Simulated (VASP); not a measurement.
# Ir (Fm-3m) in VASP: further runs

Runs on Ir. Level: r2SCAN. Tasks: single point.

Everything below comes from runs of VASP 6.6.1. Logs are shortened: lines on timing, memory, paths and dates and some standing lists are left out, and cuts for length are marked.

**1. The cell of the first run**

The structure is cubic, space group Fm-3m (No. 225). Conventional cell: a = 3.685 Å, b = 3.685 Å, c = 3.685 Å, α = 90.00°, β = 90.00°, γ = 90.00°. Ir (site symmetry m-3m) has 12 Ir at 2.61 Å within 3.4 Å.

**2. Single point, r2SCAN (volume scaled by 0.88)**

Input file POSCAR:

```
Ir
1.0
    0.0000000000      1.8426360243      1.8426360243
    1.8426360243      0.0000000000      1.8426360243
    1.8426360243      1.8426360243      0.0000000000
Ir
1
Direct
    0.0000000000      0.0000000000      0.0000000000
```

Input file INCAR.step1:

```
SYSTEM = Ir
PREC = Accurate
ENCUT = 520
ISMEAR = -1
SIGMA = 0.1
LREAL = .FALSE.
LASPH = .TRUE.
NELM = 80
NBANDS = 10
GGA = PE
ALGO = Normal
EDIFF = 1E-4
LWAVE = .TRUE.
LCHARG = .FALSE.
```

Input file INCAR.step2:

```
SYSTEM = Ir
PREC = Accurate
ENCUT = 520
EDIFF = 1E-6
ISMEAR = -1
SIGMA = 0.1
LREAL = .FALSE.
LASPH = .TRUE.
NELM = 80
ALGO = Normal
ISIF = 2
LWAVE = .FALSE.
LCHARG = .TRUE.
METAGGA = R2SCAN
LMIXTAU = .TRUE.
LELF = .TRUE.
LVHAR = .TRUE.
NBANDS = 10
ISTART = 1
```

Input file KPOINTS:

```
Automatic mesh
0
G
  23 23 23
  0 0 0
```

Potentials or basis: VASP PAW PBE potentials, release 64 (Ir).

Launch:

```
> cat potpaw_PBE.64/Ir/POTCAR > POTCAR
> cp INCAR.step1 INCAR
> mpirun -np 1 vasp_std > vasp.out
> cp INCAR.step2 INCAR
> mpirun -np 1 vasp_std > vasp.out
```

OUTCAR:

```text
SYSTEM = Ir
   PREC = Accurate
   ENCUT = 520
   EDIFF = 1E-6
   ISMEAR = -1
   LREAL = .FALSE.
   LASPH = .TRUE.
   NELM = 80
   ISIF = 2
   METAGGA = R2SCAN
   ISTART = 1

 ion  position               nearest neighbor table
   1  0.000  0.000  0.000-

  LATTYP: Found a face centered cubic cell.
 ALAT       =     3.6852720486

  Lattice vectors:

 A1 = (   0.0000000000,   1.8426360243,   1.8426360243)
 A2 = (   1.8426360243,   0.0000000000,   1.8426360243)
 A3 = (   1.8426360243,   1.8426360243,   0.0000000000)

Analysis of symmetry for initial positions (statically):
=====================================================================
 Subroutine PRICEL returns:
 Original cell was already a primitive cell.

 Routine SETGRP: Setting up the symmetry group for a
 face centered cubic supercell.

 Subroutine GETGRP returns: Found 48 space group operations
 (whereof 48 operations were pure point group operations)
 out of a pool of 48 trial point group operations.

The static configuration has the point symmetry O_h .

Analysis of symmetry for dynamics (positions and initial velocities):
=====================================================================
 Subroutine PRICEL returns:
 Original cell was already a primitive cell.

 Routine SETGRP: Setting up the symmetry group for a
 face centered cubic supercell.

 Subroutine GETGRP returns: Found 48 space group operations
 (whereof 48 operations were pure point group operations)
 out of a pool of 48 trial point group operations.

The dynamic configuration has the point symmetry O_h .

 Subroutine INISYM returns: Found 48 space group operations
 (whereof 48 operations are pure point group operations),
 and found     1 'primitive' translations

----------------------------------------------------------------------------------------

                                     Primitive cell

  volume of cell :      12.5126

  direct lattice vectors                    reciprocal lattice vectors
     0.000000000  1.842636024  1.842636024    -0.271350388  0.271350388  0.271350388
     1.842636024  0.000000000  1.842636024     0.271350388 -0.271350388  0.271350388
     1.842636024  1.842636024  0.000000000     0.271350388  0.271350388 -0.271350388

  length of vectors
     2.605880856  2.605880856  2.605880856     0.469992659  0.469992659  0.469992659

  position of ions in fractional coordinates (direct lattice)
     0.000000000  0.000000000  0.000000000

  ion indices of the primitive-cell ions
   primitive index   ion index
                 1           1

----------------------------------------------------------------------------------------

 KPOINTS: Automatic mesh

Automatic generation of k-mesh.
 Grid dimensions read from file:
 generate k-points for:   23   23   23

 Generating k-lattice:

  Cartesian coordinates                     Fractional coordinates (reciprocal lattice)
    -0.011797843  0.011797843  0.011797843     0.043478261  0.000000000  0.000000000
     0.011797843 -0.011797843  0.011797843     0.000000000  0.043478261  0.000000000
     0.011797843  0.011797843 -0.011797843     0.000000000  0.000000000  0.043478261

  Length of vectors
     0.020434463  0.020434463  0.020434463

  Shift w.r.t. Gamma in fractional coordinates (k-lattice)
     0.000000000  0.000000000  0.000000000

 Subroutine IBZKPT returns following result:
 ===========================================

 Found    364 irreducible k-points:

 Following reciprocal coordinates:
            Coordinates               Weight
  0.000000  0.000000  0.000000      1.000000
  0.043478  0.000000  0.000000      8.000000
  0.086957  0.000000  0.000000      8.000000
  0.130435  0.000000  0.000000      8.000000
  0.173913  0.000000  0.000000      8.000000
  0.217391  0.000000  0.000000      8.000000
[... 16 lines left out ...]
  0.478261  0.043478  0.000000     24.000000
 -0.478261  0.043478  0.000000     24.000000
 [... further k-points ...]
   k-points           NKPTS =    364   k-points in BZ     NKDIM =    364   number of bands    NBANDS=     10
   number of dos      NEDOS =    301   number of ions     NIONS =      1
   total plane-waves  NPLWV =   8000
   dimension x,y,z NGX =    20 NGY =   20 NGZ =   20
   dimension x,y,z NGXF=    40 NGYF=   40 NGZF=   40
   ions per type =               1
   NGX,Y,Z   is equivalent  to a cutoff of  12.76, 12.76, 12.76 a.u.
   NGXF,Y,Z  is equivalent  to a cutoff of  25.52, 25.52, 25.52 a.u.
 SYSTEM =  Ir
   PREC   = accura    normal or accurate (medium, high low for compatibility)
   ISTART =      1    job   : 0-new  1-cont  2-samecut
   ICHARG =      0    charge: 1-file 2-atom 10-const
   ISPIN  =      1    spin polarized calculation?
   LNONCOLLINEAR =      F non collinear calculations
   LSORBIT =      F    spin-orbit coupling
   LASPH  =      T    aspherical Exc in radial PAW
   ENCUT  =  520.0 eV  38.22 Ry    6.18 a.u.   4.85  4.85  4.85*2*pi/ulx,y,z
   NELM   =     80;   NELMIN=  2; NELMDL=  0     # of ELM steps
   EDIFF  = 0.1E-05   stopping-criterion for ELM
   LREAL  =      F    real-space projection
   EDIFFG = 0.1E-04   stopping-criterion for IOM
   NSW    =      0    number of steps for IOM
   IBRION =     -1    ionic relax: 0-MD 1-quasi-New 2-CG
   NFREE  =      0    steps in history (QN), initial steepest desc. (CG)
   ISIF   =      2    stress and relaxation
   ISYM   =      2    0-nonsym 1-usesym 2-fastsym
   POTIM  = 0.5000    time-step for ionic-motion
   TEBEG  =    0.0;   TEEND  =   0.0 temperature during run
   PSTRESS=    0.0 pullay stress
   NELECT =       9.0000    total number of electrons
   NUPDOWN=      -1.0000    fix difference up-down
   EMIN   =  10.00;   EMAX   =-10.00  energy-range for DOS
   EFERMI =   0.00;   METHOD = LEGACY
   ISMEAR =    -1;   SIGMA  =   0.10  broadening in eV -4-tet -1-fermi 0-gaus
   EFERMI_NEDOS =   21; number of points for ismear=-14 and -15
   IALGO  =     38    algorithm
   IMIX   =      4    mixing-type and parameters
     AMIX     =   0.40;   BMIX     =  1.00
     AMIX_MAG =   1.60;   BMIX_MAG =  1.00
  volume/ion in A,a.u.               =      12.51        84.44
  Fermi-wavevector in a.u.,A,eV,Ry     =   1.466806  2.771862 29.273218  2.151521
  Thomas-Fermi vector in A             =   2.582500
   LORBIT       =      0    0 simple, 1 ext, 2 COOP (PROOUT), +10 PAW based schemes
   METAGGA = R2SCAN    functional components
   LHFCALC =     F    Hartree Fock is set to
   AEXX    =    0.0000 exact exchange contribution
   IVDW    =     0    specifies the selected vdW correction
   LEPSILON=     F    determine dielectric tensor
   LRPA    =     F    only Hartree local field effects (RPA)
 non-spin polarized calculation
  energy-cutoff  :      520.00
  volume of cell :       12.51
 maximum number of plane-waves:       344
   NGX =  9   NGY =  9   NGZ =  9

 number of electron       9.0000000 magnetization

 Free energy of the ion-electron system (eV)
  ---------------------------------------------------
  ext. energy  EPLUGINS =         0.00000000
  ---------------------------------------------------
  free energy    TOTEN  =       -52.03646455 eV

  energy without entropy =      -52.01555519  energy(sigma->0) =      -52.02600987

 E-fermi :  12.4342     XC(G=0): -16.1867

 val. band max:       12.4009642433   @ k =  -0.3043   0.2609   0.0870
 cond. band min:      12.4410028250   @ k =  -0.3478   0.3043   0.0000
 fundamental gap:      0.0400385818
 Fermi energy:        12.4342099757

 k-point     1 :       0.0000    0.0000    0.0000
  band No.  band energies     occupation
      1      -0.4842      2.00000
      2       7.6255      2.00000
      3       7.6255      2.00000
      4       7.6255      2.00000
      5      10.9386      2.00000
      6      10.9386      2.00000
      7      27.2175      0.00000
      8      33.8685      0.00000
      9      33.8685      0.00000
     10      33.8685      0.00000

 k-point     2 :       0.0435    0.0000    0.0000
  band No.  band energies     occupation
      1      -0.3831      2.00000
      2       7.5658      2.00000
      3       7.6717      2.00000
      4       7.6717      2.00000
      5      10.9053      2.00000
      6      10.9053      2.00000
      7      27.4018      0.00000
      8      33.3508      0.00000
      9      34.0406      0.00000
     10      34.0406      0.00000

 k-point     3 :       0.0870    0.0000    0.0000
  band No.  band energies     occupation
      1      -0.0870      2.00000
      2       7.4036      2.00000
      3       7.7994      2.00000
      4       7.7994      2.00000
      5      10.8214      2.00000
      6      10.8214      2.00000
      7      27.9268      0.00000
      8      32.2203      0.00000
      9      34.5469      0.00000
     10      34.5469      0.00000

 k-point     4 :       0.1304    0.0000    0.0000
  band No.  band energies     occupation
      1       0.3799      2.00000
      2       7.1880      2.00000
      3       7.9737      2.00000
      4       7.9737      2.00000
      5      10.7360      2.00000
      6      10.7360      2.00000
      7      28.6905      0.00000
      8      30.9707      0.00000
      9      35.3596      0.00000
     10      35.3596      0.00000
[... 222 lines left out ...]
 k-point    22 :       0.4348    0.0435    0.0000
  band No.  band energies     occupation
      1       2.7240      2.00000
      2       7.4313      2.00000
      3       7.6286      2.00000
      4      10.0681      2.00000
      5      13.3864      0.00015
      6      13.4281      0.00010
      7      22.7606      0.00000
      8      27.5631      0.00000
      9      34.8075      0.00000
     10      35.4560      0.00000

 k-point    23 :       0.4783    0.0435    0.0000
  band No.  band energies     occupation
      1       2.6938      2.00000
      2       7.3537      2.00000
      3       7.5345      2.00000
      4      10.8139      2.00000
      5      13.6308      0.00001
      6      13.9037      0.00000
      7      21.7849      0.00000
      8      27.1478      0.00000
      9      34.3545      0.00000
     10      34.5949      0.00000

 k-point    24 :      -0.4783    0.0435    0.0000
  band No.  band energies     occupation
      1       2.6848      2.00000
      2       7.3431      2.00000
      3       7.5008      2.00000
      4      11.0406      2.00000
      5      13.5897      0.00002
      6      14.1294      0.00000
      7      21.5018      0.00000
      8      27.0479      0.00000
      9      34.1996      0.00000
     10      34.4116      0.00000

 [... further k-points ...]

------------------------ aborting loop because EDIFF is reached ----------------------------------------

  FORCE on cell =-STRESS in cart. coord.  units (eV):
  Direction    XX          YY          ZZ          XY          YZ          ZX
  --------------------------------------------------------------------------------------
  -------------------------------------------------------------------------------------
  Total        5.5287818      5.5287818      5.5287818      0.0000000      0.0000000      0.0000000
  in kB      707.9317033    707.9317033    707.9317033      0.0000000      0.0000000      0.0000000
  external PRESSURE =     707.9317033 kB  Pullay stress =       0.0000000 kB

 VOLUME and BASIS-vectors are now :
 -----------------------------------------------------------------------------
  energy-cutoff  :      520.00
  volume of cell :       12.51
      direct lattice vectors                 reciprocal lattice vectors
     0.000000000  1.842636024  1.842636024    -0.271350388  0.271350388  0.271350388
     1.842636024  0.000000000  1.842636024     0.271350388 -0.271350388  0.271350388
     1.842636024  1.842636024  0.000000000     0.271350388  0.271350388 -0.271350388

 POSITION                                       TOTAL-FORCE (eV/Angst)
 -----------------------------------------------------------------------------------
      0.00000      0.00000      0.00000         0.000000      0.000000      0.000000
 -----------------------------------------------------------------------------------
    total drift:                                0.000000     -0.000000     -0.000000

  FREE ENERGIE OF THE ION-ELECTRON SYSTEM (eV)
  ---------------------------------------------------
  free  energy   TOTEN  =       -52.0364645542 eV

  energy  without entropy=      -52.0155551945  energy(sigma->0) =      -52.02600987
```

It took 1.8 min on 1 thread of Intel Xeon Platinum 8375C at 2.90GHz (Ice Lake), shared host; peak memory 0.17 GiB.

What came out:

```yaml
Free_energy: -52.0365 eV
Pressure: 70.8 GPa
```

Caveat: the PAW data sets were made with another functional, which shifts forces and pressure a little; spin-orbit coupling is left out, which moves the levels of the heavy elements.

**3. Single point, r2SCAN (volume scaled by 0.92)**

Input file POSCAR:

```
Ir
1.0
    0.0000000000      1.8701421098      1.8701421098
    1.8701421098      0.0000000000      1.8701421098
    1.8701421098      1.8701421098      0.0000000000
Ir
1
Direct
    0.0000000000      0.0000000000      0.0000000000
```

Input file INCAR.step1:

```
PREC = Accurate
ENCUT = 520
ISMEAR = -1
SIGMA = 0.1
LREAL = False
LASPH = True
NELM = 60
NBANDS = 10
GGA = PE
ALGO = Normal
EDIFF = 1E-4
LWAVE = True
LCHARG = False
```

Input file INCAR.step2:

```
PREC = Accurate
ENCUT = 520
EDIFF = 1E-6
ISMEAR = -1
SIGMA = 0.1
LREAL = False
LASPH = True
NELM = 60
ALGO = Normal
ISIF = 2
LWAVE = False
LCHARG = False
METAGGA = R2SCAN
LMIXTAU = True
NBANDS = 10
ISTART = 1
```

Input file KPOINTS:

```
Automatic mesh
0
Gamma
  23 23 23
```

Potentials or basis: VASP PAW PBE potentials, release 64 (Ir).

Launch:

```
> cat potpaw_PBE.64/Ir/POTCAR > POTCAR
> cp INCAR.step1 INCAR
> mpirun -np 1 vasp_std > vasp.out
> cp INCAR.step2 INCAR
> mpirun -np 1 vasp_std > vasp.out
```

It took 1.8 min on 1 thread of Intel Xeon Platinum 8375C at 2.90GHz (Ice Lake), shared host; peak memory 0.17 GiB.

Results (log left out):

```
Free energy : -52.2352 eV
Pressure    : 42.2 GPa
```

Levels at points of the mesh, in eV from the Fermi level:
```
           k point  band 1  band 2  band 3  band 4  band 5  band 6  band 7  band 8
(0.00, 0.00, 0.00)  -12.40   -4.49   -4.49   -4.49   -1.41   -1.41   14.92   21.29
```

Caveat: the PAW data sets were made with another functional, which shifts forces and pressure a little; spin-orbit coupling is left out, which moves the levels of the heavy elements.
